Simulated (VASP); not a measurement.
# FePt (Tetraferroplatinum) (P4/mmm) in VASP: further runs, part 2 of 2

VASP 6.6.1. The steps go on from the part before.

## (4) Single point, RPBE+D3(BJ), collinear spin, ferromagnetic start

This run uses another cell than the first one, of 12.33 Å³/atom, 0.843 times its volume.

INCAR

```
ALGO = Normal
EDIFF = 1E-6
ENCUT = 520
GGA = RP
ISIF = 2
ISMEAR = -1
ISPIN = 2
IVDW = 12
LASPH = True
LCHARG = False
LMAXMIX = 4
LORBIT = 11
LREAL = False
LWAVE = False
MAGMOM = 0 3
NBANDS = 20
NELM = 150
PREC = Accurate
SIGMA = 0.05
```

KPOINTS

```
k-points
0
Gamma
  10 10 7
```

POSCAR

```
FePt
1.0
    2.6251214049      0.0000000000      0.0000000000
    0.0000000000      2.6251214049      0.0000000000
    0.0000000000      0.0000000000      3.5788124440
Pt Fe
1 1
Direct
    0.5000000000      0.5000000000      0.5000000000
    0.0000000000      0.0000000000      0.0000000000
```

Potentials or basis: VASP PAW PBE potentials, release 64 (Pt, Fe).

On the command line:

```bash
cat potpaw_PBE.64/Pt/POTCAR potpaw_PBE.64/Fe/POTCAR > POTCAR
mpirun -np 1 vasp_std > vasp.out
```

OUTCAR:

```text
EDIFF = 1E-6
   ENCUT = 520
   GGA = RP
   ISIF = 2
   ISMEAR = -1
   ISPIN = 2
   IVDW = 12
   LASPH = True
   LORBIT = 11
   LREAL = False
   NELM = 150
   PREC = Accurate
 IVDW          = 12

 ion  position               nearest neighbor table
   1  0.500  0.500  0.500-   2 2.58   2 2.58   2 2.58   2 2.58   2 2.58   2 2.58   2 2.58   2 2.58

   2  0.000  0.000  0.000-   1 2.58   1 2.58   1 2.58   1 2.58   1 2.58   1 2.58   1 2.58   1 2.58

  LATTYP: Found a simple tetragonal cell.
 ALAT       =     2.6251214049
 C/A-ratio  =     1.3632940699

  Lattice vectors:

 A1 = (   2.6251214049,   0.0000000000,   0.0000000000)
 A2 = (   0.0000000000,   2.6251214049,   0.0000000000)
 A3 = (   0.0000000000,   0.0000000000,   3.5788124440)

Analysis of symmetry for initial positions (statically):
=====================================================================
 Subroutine PRICEL returns:
 Original cell was already a primitive cell.

 Routine SETGRP: Setting up the symmetry group for a
 simple tetragonal supercell.

 Subroutine GETGRP returns: Found 16 space group operations
 (whereof 16 operations were pure point group operations)
 out of a pool of 16 trial point group operations.

The static configuration has the point symmetry D_4h.

Analysis of symmetry for dynamics (positions and initial velocities):
=====================================================================
 Subroutine PRICEL returns:
 Original cell was already a primitive cell.

 Routine SETGRP: Setting up the symmetry group for a
 simple tetragonal supercell.

 Subroutine GETGRP returns: Found 16 space group operations
 (whereof 16 operations were pure point group operations)
 out of a pool of 16 trial point group operations.

The dynamic configuration has the point symmetry D_4h.

Analysis of structural, dynamic, and magnetic symmetry:
=====================================================================
 Subroutine PRICEL returns:
 Original cell was already a primitive cell.

[... 150 lines left out ...]
  ---------------------------------------------------
  free energy    TOTEN  =       -13.30126386 eV

  energy without entropy =      -13.29121359  energy(sigma->0) =      -13.29623872

 E-fermi :  10.4582     XC(G=0): -13.6516

 val. band max:       10.4534301114   @ k =   0.5000   0.2000   0.2857
 cond. band min:      10.4606492560   @ k =   0.4000   0.2000   0.4286
 fundamental gap:      0.0072191446
 Fermi energy:        10.4582420235

 spin component 1

 k-point     1 :       0.0000    0.0000    0.0000
  band No.  band energies     occupation
      1      -0.0531      1.00000
      2       3.1807      1.00000
      3       3.3183      1.00000
      4       6.6780      1.00000
      5       6.6780      1.00000
      6       7.3863      1.00000
[... 541 lines left out ...]
     19      34.6666      0.00000
     20      35.3650      0.00000

 [... further k-points ...]

 spin component 2

 k-point     1 :       0.0000    0.0000    0.0000
  band No.  band energies     occupation
      1       0.0831      1.00000
      2       3.7064      1.00000
      3       3.7360      1.00000
      4       7.7227      1.00000
      5       7.7228      1.00000
      6       9.4381      1.00000
[... 541 lines left out ...]
     19      34.8364      0.00000
     20      35.6143      0.00000

 [... further k-points ...]

------------------------ aborting loop because EDIFF is reached ----------------------------------------

 Edisp (eV)   -6.47462

 E8    (eV) :    -4.3342

  FORCE on cell =-STRESS in cart. coord.  units (eV):
  Direction    XX          YY          ZZ          XY          YZ          ZX
  --------------------------------------------------------------------------------------
  -------------------------------------------------------------------------------------
  Total      -0.09281    -0.09281    -0.08091     0.00000     0.00000     0.00000
  in kB      -6.02943    -6.02943    -5.25594     0.00000     0.00000     0.00000
  external pressure =       -5.77 kB  Pullay stress =        0.00 kB

 VOLUME and BASIS-vectors are now :
 -----------------------------------------------------------------------------
  energy-cutoff  :      520.00
  volume of cell :       24.66
      direct lattice vectors                 reciprocal lattice vectors
     2.625121405  0.000000000  0.000000000     0.380934763  0.000000000  0.000000000
     0.000000000  2.625121405  0.000000000     0.000000000  0.380934763  0.000000000
     0.000000000  0.000000000  3.578812444     0.000000000  0.000000000  0.279422299

 POSITION                                       TOTAL-FORCE (eV/Angst)
 -----------------------------------------------------------------------------------
      1.31256      1.31256      1.78941         0.000000      0.000000      0.000000
      0.00000      0.00000      0.00000         0.000000      0.000000      0.000000
 -----------------------------------------------------------------------------------
    total drift:                                0.000000      0.000000      0.000000

  FREE ENERGIE OF THE ION-ELECTRON SYSTEM (eV)
  ---------------------------------------------------
  free  energy   TOTEN  =       -19.7758872317 eV

  energy  without entropy=      -19.7658369601  energy(sigma->0) =      -19.77086210

 total charge

# of ion       s       p       d       tot
------------------------------------------
    1        0.782   0.820   8.145   9.748
    2        0.455   0.554   6.229   7.238
--------------------------------------------------
tot          1.237   1.375  14.374  16.986

 magnetization (x)

# of ion       s       p       d       tot
------------------------------------------
    1       -0.026  -0.070   0.438   0.342
    2        0.003  -0.008   2.779   2.774
--------------------------------------------------
tot         -0.023  -0.078   3.216   3.116
```

stdout:

```text
POSCAR found type information on POSCAR PtFe
 POSCAR found :  2 types and       2 ions
 scaLAPACK will be used
 -----------------------------------------------------------------------------
|                                                                             |
|                                                                             |
|     You enforced a specific xc type in the INCAR file but a different       |
|     I HOPE YOU KNOW WHAT YOU ARE DOING!                                     |
|                                                                             |
 -----------------------------------------------------------------------------

 LDA part: xc-table for (Slater+PW92), standard interpolation
 POSCAR, INCAR and KPOINTS ok, starting setup
 FFT: planning ... GRIDC
 FFT: planning ... GRID_SOFT
 FFT: planning ... GRID
 WAVECAR not read
 entering main loop
```

Wall time 45 s (1 thread of Intel Xeon Platinum 8488C (Sapphire Rapids), shared host); peak memory 0.19 GiB.

What came out:

| Quantity | Value |
| --- | --- |
| Free energy | -19.7759 eV |
| Pressure | -0.6 GPa |
| Net moment | 3.16 μB per cell |
| Site moments | Pt +0.34; Fe +2.77 μB |
| Valence electrons inside the program's atomic spheres | Pt 9.75; Fe 7.24 |
| Dispersion energy per atom | -3.237 eV |

Stress tensor (GPa, compression positive):
```
-0.60  0.00  0.00
 0.00 -0.60  0.00
 0.00  0.00 -0.53
```

Levels at points of the mesh, in eV from the Fermi level:
Spin up:
| k point | band 9 | band 10 | band 11 | band 12 | band 13 | band 14 |
| --- | --- | --- | --- | --- | --- | --- |
| (0.00, 0.00, 0.00) | -0.39 | -0.13 | -0.13 | 2.45 | 11.26 | 12.42 |
| (0.50, 0.00, 0.00) | -2.09 | -1.79 | 0.51 | 2.53 | 11.20 | 11.56 |
| (0.50, 0.50, 0.00) | -0.18 | 0.83 | 1.67 | 1.67 | 8.81 | 11.48 |
Spin down:
```
           k point  band 4  band 5  band 6  band 7  band 8  band 9  band 10  band 11  band 12  band 13
(0.00, 0.00, 0.00)   -2.74   -2.74   -1.02   -0.82    0.64    1.89     1.93     1.93     2.64    12.12
(0.50, 0.00, 0.00)   -3.89   -2.84   -1.51   -1.49   -1.23    0.48     0.68     2.89     2.91    12.01
(0.50, 0.50, 0.00)   -5.55    1.24    1.49    1.81    1.81    1.85     1.93     2.03     2.03     9.67
```

Caveat: the PAW data sets were made with another functional, which shifts forces and pressure a little; spin-orbit coupling is left out, which moves the levels of the heavy elements; pairwise dispersion overbinds metals, which lowers pressure and volume.

## (5) Single point, LDA, collinear spin, ferromagnetic start

This run uses another cell than the first one, of 13.05 Å³/atom, 0.892 times its volume.

INCAR

```
SYSTEM = FePt
ALGO = Normal
EDIFF = 1E-6
ENCUT = 520
GGA = CA
ISIF = 2
ISMEAR = -1
ISPIN = 2
LASPH = .True.
LCHARG = .True.
LELF = .True.
LMAXMIX = 4
LORBIT = 11
LREAL = .False.
LVHAR = .True.
LWAVE = .False.
MAGMOM = 0 3
NBANDS = 20
NELM = 150
PREC = Accurate
SIGMA = 0.05
```

KPOINTS

```
k-points
0
Gamma
  10 10 7
  0 0 0
```

POSCAR

```
FePt
1.0
    2.6688972134      0.0000000000      0.0000000000
    0.0000000000      2.6688972134      0.0000000000
    0.0000000000      0.0000000000      3.6636196049
Pt Fe
1 1
Direct
    0.5000000000      0.5000000000      0.5000000000
    0.0000000000      0.0000000000      0.0000000000
```

Potentials or basis: VASP PAW LDA potentials, release 64 (Pt, Fe).

On the command line:

```bash
cat potpaw_LDA.64/Pt/POTCAR potpaw_LDA.64/Fe/POTCAR > POTCAR
mpirun -np 1 vasp_std > vasp.out
```

Run time: 44 s. Hardware: 1 thread of Intel Xeon Platinum 8488C (Sapphire Rapids), shared host; peak memory 0.18 GiB.

It converged, with:

```yaml
Free_energy: -17.0118 eV
Pressure: -0.2 GPa
Net_moment: 3.12 μB per cell
Site_moments: Pt +0.35; Fe +2.71 μB
Valence_electrons_inside_the_program's_atomic_spheres: Pt 9.56; Fe 7.14
```

Levels at points of the mesh, in eV from the Fermi level:
Spin up:
| k point | band 9 | band 10 | band 11 | band 12 | band 13 | band 14 |
| --- | --- | --- | --- | --- | --- | --- |
| (0.00, 0.00, 0.00) | -0.29 | -0.05 | -0.05 | 2.30 | 10.49 | 12.11 |
| (0.50, 0.00, 0.00) | -1.79 | -1.63 | 0.60 | 2.38 | 10.86 | 11.06 |
| (0.50, 0.50, 0.00) | -0.09 | 0.79 | 1.70 | 1.70 | 8.34 | 10.93 |
Spin down:
```tsv
k point	band 6	band 7	band 8	band 9	band 10	band 11
(0.00, 0.00, 0.00)	-0.89	-0.74	0.45	1.59	1.76	1.76
(0.50, 0.00, 0.00)	-1.39	-1.36	-1.11	0.30	0.64	2.67
(0.50, 0.50, 0.00)	1.25	1.59	1.84	1.84	1.88	2.00
```

Caveat: spin-orbit coupling is left out, which moves the levels of the heavy elements.

## (6) Single point, PBE, collinear spin, ferromagnetic start

This run uses another cell than the first one, of 13.80 Å³/atom, 0.943 times its volume.

INCAR

```
PREC = Accurate
ENCUT = 520
EDIFF = 1E-6
ISMEAR = 0
SIGMA = 0.02
LREAL = False
LASPH = True
NELM = 150
ALGO = Normal
ISIF = 2
LWAVE = False
LCHARG = True
ISPIN = 2
MAGMOM = 0 3
LORBIT = 11
LMAXMIX = 4
GGA = PE
LELF = True
LVHAR = True
NBANDS = 20
```

KPOINTS

```
Automatic mesh
0
Gamma
  10 10 7
```

POSCAR

```
FePt
1.0
    2.7235000000      0.0000000000      0.0000000000
    0.0000000000      2.7235000000      0.0000000000
    0.0000000000      0.0000000000      3.7200000000
Pt Fe
1 1
Direct
    0.5000000000      0.5000000000      0.5000000000
    0.0000000000      0.0000000000      0.0000000000
```

Potentials or basis: VASP PAW PBE potentials, release 64 (Pt, Fe).

On the command line:

```bash
cat potpaw_PBE.64/Pt/POTCAR potpaw_PBE.64/Fe/POTCAR > POTCAR
mpirun -np 1 vasp_std > vasp.out
```

Wall time 49 s (1 thread of Intel Xeon Platinum 8488C (Sapphire Rapids), shared host); peak memory 0.2 GiB.

It converged, with:

* Free energy: -14.8006 eV
* Pressure: 2.8 GPa
* Net moment: 3.26 μB per cell
* Site moments: Pt +0.33; Fe +2.91 μB
* Valence electrons inside the program's atomic spheres: Pt 9.44; Fe 6.99

Stress tensor (GPa, compression positive):
```
2.64 0.00 0.00
0.00 2.64 0.00
0.00 0.00 3.21
```

Levels at points of the mesh, in eV from the Fermi level:
Spin up:
```csv
k point,band 8,band 9,band 10,band 11,band 12,band 13,band 14,band 15
"(0.00, 0.00, 0.00)",-1.98,-0.57,-0.43,-0.43,2.25,9.72,11.63,11.63
"(0.50, 0.00, 0.00)",-2.57,-2.18,-1.67,0.09,1.98,10.42,10.52,12.50
"(0.50, 0.50, 0.00)",-0.51,-0.51,0.50,1.58,1.58,7.55,9.99,10.85
```
Spin down:
```
           k point  band 5  band 6  band 7  band 8  band 9  band 10  band 11  band 12
(0.00, 0.00, 0.00)   -2.41   -0.83   -0.81    0.56    1.62     1.62     1.65     2.42
(0.50, 0.00, 0.00)   -2.50   -1.42   -1.23   -0.92    0.49     0.64     2.32     2.53
(0.50, 0.50, 0.00)    0.89    1.20    1.62    1.68    1.69     1.69     1.70     1.70
```

Caveat: spin-orbit coupling is left out, which moves the levels of the heavy elements.

## (7) Summary

```tsv
level	potentials or basis	cell	smearing	gap on the mesh (eV)	pressure (GPa)	moment (μB)
PBEsol	VASP PAW PBE potentials, release 64 (Pt, Fe)	a = 2.777, b = 2.777, c = 3.793 Å, 2 atoms	fermi-dirac 0.05 eV	none	-16.2	3.39
PBE	VASP PAW PBE potentials, release 64 (Pt, Fe)	a = 2.724, b = 2.724, c = 3.720 Å, 2 atoms	fermi-dirac 0.05 eV	none	2.9	3.27
RPBE+D3(BJ)	VASP PAW PBE potentials, release 64 (Pt, Fe)	a = 2.625, b = 2.625, c = 3.579 Å, 2 atoms	fermi-dirac 0.05 eV	none	-0.6	3.16
LDA	VASP PAW LDA potentials, release 64 (Pt, Fe)	a = 2.669, b = 2.669, c = 3.664 Å, 2 atoms	fermi-dirac 0.05 eV	none	-0.2	3.12
PBE	VASP PAW PBE potentials, release 64 (Pt, Fe)	a = 2.724, b = 2.724, c = 3.720 Å, 2 atoms	gaussian 0.02 eV	none	2.8	3.26
```

Alike in all rows: task single point; spin collinear, ferromagnetic start; k mesh 10 × 10 × 7; cutoff (eV) 520.

Caveats: spin-orbit coupling is left out, which moves the levels of the heavy elements; the PAW data sets were made with another functional, which shifts forces and pressure a little (some runs); pairwise dispersion overbinds metals, which lowers pressure and volume (some runs).

Absolute energies hang on the potentials; compare differences alone.
